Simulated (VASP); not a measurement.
A run of VASP 6.6.1:

File INCAR:

```
SYSTEM = LiF
ALGO = Normal
EDIFF = 1E-6
ENCUT = 520
GGA = CA
ISIF = 2
ISMEAR = 0
LASPH = .True.
LCHARG = .False.
LREAL = .False.
LWAVE = .False.
NBANDS = 18
NELM = 80
PREC = Accurate
SIGMA = 0.05
```

The input KPOINTS:

```
k-points
0
Gamma
  9 9 6
  0 0 0
```

POSCAR

```
LiF
1.0
    3.0150257202      0.0000000000      0.0000000000
   -1.5075128601      2.6110888668      0.0000000000
    0.0000000000      0.0000000000      4.9515443071
Li F
2 2
Direct
    0.3333333333      0.6666666667      0.3811542600
    0.6666666667      0.3333333333      0.8811542600
    0.3333333333      0.6666666667      0.9938437400
    0.6666666667      0.3333333333      0.4938437400
```

Potentials or basis: VASP PAW LDA potentials, release 64 (Li_sv, F).

Run with:

```sh
$ cat potpaw_LDA.64/Li_sv/POTCAR potpaw_LDA.64/F/POTCAR > POTCAR
$ mpirun -np 1 vasp_std > vasp.out
```

Hardware: 1 thread of AMD EPYC 7R13, with other jobs on the host.

Problem. How long does it take, and how much memory?

Solution. Run time: 22 s on 1 thread of AMD EPYC 7R13 (shared host), peak memory 0.12 GiB. Counts: scf iterations 12, k points 48.
